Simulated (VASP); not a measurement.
# InSb3: single point with PBE+D3(BJ)

InSb3:

```
In Sb
1.0
    -4.73348    0.00000    0.00000
     0.00000    4.73348    4.73348
     0.00000    4.73348   -4.73348
In Sb
2 6
Direct
  0.00728 0.00000 0.00000
  0.00728 0.50000 0.50000
  0.50164 0.73339 0.23339
  0.50164 0.26661 0.76661
  0.98986 0.50000 0.00000
  0.98986 0.00000 0.50000
  0.50164 0.76661 0.73339
  0.50164 0.23339 0.26661
```

* Program: VASP 6.6.1
* Task: single point
* Functional: PBE
* Dispersion: D3(BJ)
* Potentials or basis: VASP PAW PBE potentials, release 64 (In_d, Sb)
* Cutoff: 520 eV
* k mesh: 8 × 6 × 6
* Occupations: gaussian, width 0.15 eV
* Spin: no spin polarisation
* Dipole correction: no
* Further INCAR settings: ALGO = Normal; EDIFF = 1e-06; NBANDS = 38

```
Pressure                   : 0.0 GPa
Largest force              : 0.019 eV/Å
Band gap on the k mesh     : zero (bands 28 and 29 overlap by 1.88 eV)
Dispersion energy per atom : -0.478 eV
```

Forces in eV/Å, atoms in the order of the input:
```
In  -0.001  0.000  0.000
In  -0.001  0.000  0.000
Sb   0.010  0.008  0.000
Sb   0.010 -0.008  0.000
Sb  -0.019  0.000  0.000
Sb  -0.019  0.000  0.000
Sb   0.010  0.000 -0.008
Sb   0.010  0.000  0.008
```

Levels at points of the mesh, in eV from the Fermi level:
```
           k point  band 25  band 26  band 27  band 28  band 29  band 30  band 31  band 32
(0.00, 0.00, 0.00)    -1.61    -1.14    -1.14    -0.34     0.52     0.52     0.68     1.02
(0.50, 0.00, 0.00)    -2.22    -2.22    -1.12    -1.08     2.24     2.33     2.33     2.65
(0.00, 0.50, 0.00)    -1.28    -1.28    -0.61    -0.61     0.51     0.51     0.54     0.54
(0.50, 0.50, 0.00)    -1.24    -1.24    -0.17    -0.17     1.08     1.08     1.80     1.80
(0.00, 0.50, 0.50)    -2.20    -2.20    -1.10    -1.10    -0.99    -0.99     2.21     2.21
(0.50, 0.50, 0.50)    -1.29    -1.29    -1.13    -1.13    -1.04    -1.04    -0.30    -0.30
```

Wall time 4.7 min on 1 thread of AMD EPYC 7R13 Processor (Zen 3), on a shared host, peak memory 0.48 GiB.

Caveat: spin-orbit coupling is left out, which moves the levels of the heavy elements.
